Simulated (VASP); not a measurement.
# MgF2: single point with PBE0

MgF2:

```
Mg F
1.0
     4.62202    0.00000    0.00000
     0.00000    4.62202    0.00000
     0.00000    0.00000    3.04611
Mg F
2 4
Direct
  0.00000 0.00000 0.00000
  0.50000 0.50000 0.50000
  0.30295 0.30295 0.00000
  0.19705 0.80295 0.50000
  0.69705 0.69705 0.00000
  0.80295 0.19705 0.50000
```

* Program: VASP 6.6.1
* Task: single point
* Functional: PBE0
* Potentials or basis: VASP PAW PBE potentials, release 64 (Mg, F)
* Cutoff: 520 eV
* k mesh: 4 × 4 × 6
* Occupations: gaussian, width 0.01 eV
* Spin: no spin polarisation
* Dipole correction: no
* Grid for exact exchange (PRECFOCK): Normal
* Further INCAR settings: ALGO = Normal; EDIFF = 1e-06; NBANDS = 25
* Share of exact exchange: 0.25

The pressure is 0.6 GPa, the largest force is 0.017 eV/Å and the band gap on the k mesh is 10.18 eV.

Forces on the atoms (eV/Å):
```
Mg   0.000  0.000  0.000
Mg   0.000  0.000  0.000
F    0.012  0.012  0.000
F   -0.012  0.012  0.000
F   -0.012 -0.012  0.000
F    0.012 -0.012  0.000
```

Levels at points of the mesh, in eV from the valence-band top:
```
           k point  band 13  band 14  band 15  band 16  band 17  band 18  band 19  band 20
(0.00, 0.00, 0.00)    -0.68    -0.29    -0.29     0.00    10.18    15.45    15.45    16.94
(0.50, 0.00, 0.00)    -0.95    -0.95    -0.38    -0.38    12.67    12.67    16.73    16.73
(0.50, 0.50, 0.00)    -0.94    -0.94    -0.82    -0.82    14.47    14.47    14.52    14.52
(0.00, 0.00, 0.50)    -1.21    -1.21    -0.90    -0.90    15.11    15.11    18.29    18.29
(0.50, 0.00, 0.50)    -0.74    -0.74    -0.69    -0.69    16.01    16.01    16.83    16.83
(0.50, 0.50, 0.50)    -0.65    -0.65    -0.48    -0.48    16.47    16.47    16.64    16.64
```

Run time: 37 min on 4 MPI ranks on AMD EPYC 7R43 64-Core Processor (Zen 3), on a shared host, peak memory 0.19 GiB a rank.

Caveat: the PAW data sets were made with another functional, which shifts forces and pressure a little.
